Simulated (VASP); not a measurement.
## SiC: single point with PBEsol

Crystal: SiC.

```
Si C
1.0
     0.00000    2.17841    2.17841
     2.17841    0.00000    2.17841
     2.17841    2.17841    0.00000
Si C
1 1
Direct
  0.00000 0.00000 0.00000
  0.75000 0.75000 0.75000
```

| Quantity | Value |
| --- | --- |
| Program | VASP 6.6.1 |
| Task | single point |
| Functional | PBEsol |
| Potentials or basis | VASP PAW PBE potentials, release 64 (Si, C) |
| Cutoff | 520 eV |
| k mesh | 16 × 16 × 16 |
| Occupations | fermi-dirac, width 0.05 eV |
| Spin | no spin polarisation |

```
Pressure               : 0.4 GPa
Band gap on the k mesh : 1.23 eV, indirect (least direct gap 4.44 eV)
```

Levels at points of the mesh, in eV from the valence-band top:
```csv
k point,band 1,band 2,band 3,band 4,band 5,band 6,band 7,band 8
"(0.00, 0.00, 0.00)",-15.43,0.00,0.00,0.00,6.20,7.25,7.25,7.25
"(0.50, 0.00, 0.00)",-11.82,-8.60,-1.06,-1.06,5.38,7.14,7.14,9.92
"(0.50, 0.50, 0.00)",-10.36,-7.84,-3.21,-3.21,1.23,4.20,13.96,13.96
```

It took 44 s on 1 thread of AMD EPYC 7R13 (shared host), peak memory 0.13 GiB.

Caveat: the PAW data sets were made with another functional, which shifts forces and pressure a little. A k mesh can miss the band edges.
